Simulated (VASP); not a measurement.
# SiC (F-43m) in VASP: further runs

SiC is run at these levels: PBE, LDA, r2SCAN, HSE06, PBE0; tasks: single point.

All numbers are computed with VASP 6.6.1; they aren't measurements. Logs are shortened: lines on timing, memory, paths and dates and some standing lists are left out, and cuts for length are marked.

## Step 1: The cell of the first run

Symmetry: F-43m, No. 216, cubic system. The conventional cell has a = 4.360 Å, b = 4.360 Å, c = 4.360 Å, α = 90.00°, β = 90.00°, γ = 90.00°. Within 2.5 Å of Si (site symmetry -43m) lie 4 C at 1.89 Å. C (site symmetry -43m) has 4 Si at 1.89 Å within 2.5 Å.

## Step 2: Single point, PBE

INCAR reads:

```
SYSTEM = SiC
ALGO     = Normal         ! electronic algorithm
EDIFF    = 1E-6           ! SCF threshold, eV
ENCUT    = 600            ! plane-wave cutoff, eV
GGA      = PE             ! functional
GGA_COMPAT= .False.      
ISIF     = 2              ! what is computed and relaxed
ISMEAR   = 0              ! smearing method
LASPH    = .True.         ! aspherical terms in the spheres
LCHARG   = .False.        ! write CHGCAR
LREAL    = .False.        ! projectors in reciprocal space
LWAVE    = .False.        ! write WAVECAR
NBANDS   = 11             ! bands
NELM     = 120            ! most SCF steps
PREC     = Accurate       ! precision mode
SIGMA    = 0.01           ! smearing width, eV
```

KPOINTS reads:

```
k-points
0
Gamma
  8 8 8
  0 0 0
```

POSCAR reads:

```
SiC
1.0
    0.0000000000      2.1800000000      2.1800000000
    2.1800000000      0.0000000000      2.1800000000
    2.1800000000      2.1800000000      0.0000000000
Si C
1 1
Direct
    0.0000000000      0.0000000000      0.0000000000
    0.2500000000      0.2500000000      0.2500000000
```

Potentials or basis: VASP PAW PBE potentials, release 64 (Si, C).

Started as:

```sh
> cat potpaw_PBE.64/Si/POTCAR potpaw_PBE.64/C/POTCAR > POTCAR
> mpirun -np 1 vasp_std > vasp.out
```

OUTCAR:

```text
SYSTEM = SiC
   EDIFF = 1E-6
   ENCUT = 600
   GGA = PE
   ISIF = 2
   ISMEAR = 0
   LASPH = .True.
   LREAL = .False.
   NELM = 120
   PREC = Accurate

 ion  position               nearest neighbor table
   1  0.000  0.000  0.000-   2 1.89   2 1.89   2 1.89   2 1.89
   2  0.250  0.250  0.250-   1 1.89   1 1.89   1 1.89   1 1.89

  LATTYP: Found a face centered cubic cell.
 ALAT       =     4.3600000000

  Lattice vectors:

 A1 = (   0.0000000000,   2.1800000000,   2.1800000000)
 A2 = (   2.1800000000,   0.0000000000,   2.1800000000)
 A3 = (   2.1800000000,   2.1800000000,   0.0000000000)

Analysis of symmetry for initial positions (statically):
=====================================================================
 Subroutine PRICEL returns:
 Original cell was already a primitive cell.

 Routine SETGRP: Setting up the symmetry group for a
 face centered cubic supercell.

 Subroutine GETGRP returns: Found 24 space group operations
 (whereof 24 operations were pure point group operations)
 out of a pool of 48 trial point group operations.

The static configuration has the point symmetry T_d .

Analysis of symmetry for dynamics (positions and initial velocities):
=====================================================================
 Subroutine PRICEL returns:
 Original cell was already a primitive cell.

 Routine SETGRP: Setting up the symmetry group for a
 face centered cubic supercell.

 Subroutine GETGRP returns: Found 24 space group operations
 (whereof 24 operations were pure point group operations)
 out of a pool of 48 trial point group operations.

The dynamic configuration has the point symmetry T_d .

 Subroutine INISYM returns: Found 24 space group operations
 (whereof 24 operations are pure point group operations),
 and found     1 'primitive' translations

----------------------------------------------------------------------------------------

                                     Primitive cell

  volume of cell :      20.7205

  direct lattice vectors                    reciprocal lattice vectors
     0.000000000  2.180000000  2.180000000    -0.229357798  0.229357798  0.229357798
     2.180000000  0.000000000  2.180000000     0.229357798 -0.229357798  0.229357798
     2.180000000  2.180000000  0.000000000     0.229357798  0.229357798 -0.229357798

  length of vectors
     3.082985566  3.082985566  3.082985566     0.397259360  0.397259360  0.397259360

  position of ions in fractional coordinates (direct lattice)
     0.000000000  0.000000000  0.000000000
     0.250000000  0.250000000  0.250000000

  ion indices of the primitive-cell ions
   primitive index   ion index
                 1           1
                 2           2

----------------------------------------------------------------------------------------

 KPOINTS: k-points

Automatic generation of k-mesh.
 Grid dimensions read from file:
 generate k-points for:    8    8    8

 Generating k-lattice:

  Cartesian coordinates                     Fractional coordinates (reciprocal lattice)
    -0.028669725  0.028669725  0.028669725     0.125000000  0.000000000  0.000000000
     0.028669725 -0.028669725  0.028669725     0.000000000  0.125000000  0.000000000
     0.028669725  0.028669725 -0.028669725     0.000000000  0.000000000  0.125000000

  Length of vectors
     0.049657420  0.049657420  0.049657420

  Shift w.r.t. Gamma in fractional coordinates (k-lattice)
     0.000000000  0.000000000  0.000000000

 Subroutine IBZKPT returns following result:
 ===========================================

 Found     29 irreducible k-points:

 Following reciprocal coordinates:
            Coordinates               Weight
  0.000000  0.000000  0.000000      1.000000
  0.125000  0.000000  0.000000      8.000000
  0.250000  0.000000  0.000000      8.000000
  0.375000  0.000000  0.000000      8.000000
  0.500000  0.000000  0.000000      4.000000
  0.125000  0.125000  0.000000      6.000000
[... 16 lines left out ...]
  0.500000  0.250000  0.125000     48.000000
 -0.375000  0.250000  0.125000     24.000000
 [... further k-points ...]
   k-points           NKPTS =     29   k-points in BZ     NKDIM =     29   number of bands    NBANDS=     11
   number of dos      NEDOS =    301   number of ions     NIONS =      2
   total plane-waves  NPLWV =  21952
   dimension x,y,z NGX =    28 NGY =   28 NGZ =   28
   dimension x,y,z NGXF=    56 NGYF=   56 NGZF=   56
   ions per type =               1   1
   NGX,Y,Z   is equivalent  to a cutoff of  15.10, 15.10, 15.10 a.u.
   NGXF,Y,Z  is equivalent  to a cutoff of  30.20, 30.20, 30.20 a.u.
 SYSTEM =  SiC
   PREC   = accura    normal or accurate (medium, high low for compatibility)
   ISTART =      0    job   : 0-new  1-cont  2-samecut
   ICHARG =      2    charge: 1-file 2-atom 10-const
   ISPIN  =      1    spin polarized calculation?
   LNONCOLLINEAR =      F non collinear calculations
   LSORBIT =      F    spin-orbit coupling
   LASPH  =      T    aspherical Exc in radial PAW
   ENCUT  =  600.0 eV  44.10 Ry    6.64 a.u.   6.16  6.16  6.16*2*pi/ulx,y,z
   NELM   =    120;   NELMIN=  2; NELMDL= -5     # of ELM steps
   EDIFF  = 0.1E-05   stopping-criterion for ELM
   LREAL  =      F    real-space projection
[... 7 lines left out ...]
   TEBEG  =    0.0;   TEEND  =   0.0 temperature during run
   PSTRESS=    0.0 pullay stress
   NELECT =       8.0000    total number of electrons
   NUPDOWN=      -1.0000    fix difference up-down
   EMIN   =  10.00;   EMAX   =-10.00  energy-range for DOS
   EFERMI =   0.00;   METHOD = LEGACY
   ISMEAR =     0;   SIGMA  =   0.01  broadening in eV -4-tet -1-fermi 0-gaus
   EFERMI_NEDOS =   21; number of points for ismear=-14 and -15
   IALGO  =     38    algorithm
   IMIX   =      4    mixing-type and parameters
     AMIX     =   0.40;   BMIX     =  1.00
     AMIX_MAG =   1.60;   BMIX_MAG =  1.00
  volume/ion in A,a.u.               =      10.36        69.91
  Fermi-wavevector in a.u.,A,eV,Ry     =   1.192079  2.252702 19.334588  1.421052
  Thomas-Fermi vector in A             =   2.328126
   LORBIT       =      0    0 simple, 1 ext, 2 COOP (PROOUT), +10 PAW based schemes
   GGA     = PE    functional components
   LHFCALC =     F    Hartree Fock is set to
   AEXX    =    0.0000 exact exchange contribution
   IVDW    =     0    specifies the selected vdW correction
   LEPSILON=     F    determine dielectric tensor
   LRPA    =     F    only Hartree local field effects (RPA)
 non-spin polarized calculation
 Gauss-broadening in eV      SIGMA  =   0.01
  energy-cutoff  :      600.00
  volume of cell :       20.72
 maximum number of plane-waves:       701
 NGX is ok and might be reduce to    28
   NGX = 13   NGY = 13   NGZ = 13

 number of electron       8.0000000 magnetization

 Free energy of the ion-electron system (eV)
  ---------------------------------------------------
  ext. energy  EPLUGINS =         0.00000000
  ---------------------------------------------------
  free energy    TOTEN  =       -15.05863217 eV

  energy without entropy =      -15.05863217  energy(sigma->0) =      -15.05863217

 E-fermi :   8.2311     XC(G=0): -11.3499

 val. band max:        8.0918166244   @ k =   0.0000   0.0000   0.0000
 cond. band min:       9.4496116263   @ k =   0.5000   0.5000   0.0000
 fundamental gap:      1.3577950019
 Fermi energy:         8.2311055576

 k-point     1 :       0.0000    0.0000    0.0000
  band No.  band energies     occupation
      1      -7.3010      2.00000
      2       8.0918      2.00000
      3       8.0918      2.00000
      4       8.0918      2.00000
      5      14.3090      0.00000
      6      15.3895      0.00000
      7      15.3895      0.00000
      8      15.3895      0.00000
      9      22.5903      0.00000
     10      22.5903      0.00000
     11      24.5507      0.00000

 k-point     2 :       0.1250    0.0000    0.0000
  band No.  band energies     occupation
      1      -6.9966      2.00000
      2       6.6086      2.00000
      3       7.8910      2.00000
      4       7.8910      2.00000
      5      14.5510      0.00000
      6      15.7407      0.00000
      7      15.7407      0.00000
      8      15.9129      0.00000
      9      21.3728      0.00000
     10      21.3728      0.00000
     11      24.1396      0.00000

 k-point     3 :       0.2500    0.0000    0.0000
  band No.  band energies     occupation
      1      -6.1067      2.00000
      2       3.8028      2.00000
      3       7.4863      2.00000
      4       7.4863      2.00000
      5      14.0691      0.00000
      6      15.9917      0.00000
      7      15.9917      0.00000
      8      17.4320      0.00000
      9      21.2023      0.00000
     10      21.2023      0.00000
     11      23.2209      0.00000

 k-point     4 :       0.3750    0.0000    0.0000
  band No.  band energies     occupation
      1      -4.7543      2.00000
      2       1.0677      2.00000
      3       7.1593      2.00000
      4       7.1593      2.00000
      5      13.6555      0.00000
      6      15.5662      0.00000
      7      15.5662      0.00000
      8      18.1041      0.00000
      9      23.1892      0.00000
     10      23.1892      0.00000
     11      23.6114      0.00000

 k-point     5 :       0.5000    0.0000    0.0000
  band No.  band energies     occupation
      1      -3.7398      2.00000
      2      -0.4352      2.00000
      3       7.0403      2.00000
      4       7.0403      2.00000
      5      13.5131      0.00000
      6      15.3132      0.00000
      7      15.3132      0.00000
      8      18.1381      0.00000
      9      24.2728      0.00000
     10      25.3103      0.00000
     11      25.3103      0.00000
[... 211 lines left out ...]
 k-point    21 :       0.5000    0.5000    0.0000
  band No.  band energies     occupation
      1      -2.2900      2.00000
      2       0.3012      2.00000
      3       4.9094      2.00000
      4       4.9094      2.00000
      5       9.4496      0.00000
      6      12.4090      0.00000
      7      22.1097      0.00000
      8      22.1097      0.00000
      9      22.8581      0.00000
     10      28.1937      0.00000
     11      30.2425      0.00000

 k-point    22 :       0.3750    0.2500    0.1250
  band No.  band energies     occupation
      1      -5.3334      2.00000
      2       3.6094      2.00000
      3       5.2372      2.00000
      4       6.8193      2.00000
      5      13.4532      0.00000
      6      15.7103      0.00000
      7      16.5504      0.00000
      8      18.1501      0.00000
      9      20.3218      0.00000
     10      24.0798      0.00000
     11      27.4997      0.00000

 k-point    23 :       0.5000    0.2500    0.1250
  band No.  band energies     occupation
      1      -4.0344      2.00000
      2       1.5839      2.00000
      3       4.4986      2.00000
      4       6.1717      2.00000
      5      13.3938      0.00000
      6      15.6755      0.00000
      7      17.2801      0.00000
      8      18.5318      0.00000
      9      21.4641      0.00000
     10      24.5747      0.00000
     11      27.4089      0.00000

 k-point    24 :      -0.3750    0.2500    0.1250
  band No.  band energies     occupation
      1      -3.0920      2.00000
      2       0.2716      2.00000
      3       4.3865      2.00000
      4       5.8362      2.00000
      5      13.3370      0.00000
      6      15.3580      0.00000
      7      18.2292      0.00000
      8      19.0804      0.00000
      9      21.5016      0.00000
     10      24.3020      0.00000
     11      27.4019      0.00000

 [... further k-points ...]

------------------------ aborting loop because EDIFF is reached ----------------------------------------

  FORCE on cell =-STRESS in cart. coord.  units (eV):
  Direction    XX          YY          ZZ          XY          YZ          ZX
  --------------------------------------------------------------------------------------
  -------------------------------------------------------------------------------------
  Total        0.3584408      0.3584408      0.3584408      0.0000000      0.0000000     -0.0000000
  in kB       27.7158720     27.7158720     27.7158720      0.0000000      0.0000000     -0.0000000
  external PRESSURE =      27.7158720 kB  Pullay stress =       0.0000000 kB

 VOLUME and BASIS-vectors are now :
 -----------------------------------------------------------------------------
  energy-cutoff  :      600.00
  volume of cell :       20.72
      direct lattice vectors                 reciprocal lattice vectors
     0.000000000  2.180000000  2.180000000    -0.229357798  0.229357798  0.229357798
     2.180000000  0.000000000  2.180000000     0.229357798 -0.229357798  0.229357798
     2.180000000  2.180000000  0.000000000     0.229357798  0.229357798 -0.229357798

 POSITION                                       TOTAL-FORCE (eV/Angst)
 -----------------------------------------------------------------------------------
      0.00000      0.00000      0.00000        -0.000000     -0.000000     -0.000000
      1.09000      1.09000      1.09000         0.000000      0.000000      0.000000
 -----------------------------------------------------------------------------------
    total drift:                               -0.000000     -0.000000     -0.000000

  FREE ENERGIE OF THE ION-ELECTRON SYSTEM (eV)
  ---------------------------------------------------
  free  energy   TOTEN  =       -15.0586321679 eV

  energy  without entropy=      -15.0586321679  energy(sigma->0) =      -15.05863217
```

It took 17 s on 1 thread of Intel Xeon 8259CL, shared host; peak memory 0.15 GiB.

What came out:

```yaml
Free_energy: -15.0586 eV
Pressure: 2.8 GPa
Band_gap_on_the_k_mesh: 1.36 eV (least direct gap 4.54 eV)
```

A k mesh can miss the band edges.

[end of part 1 of 2]
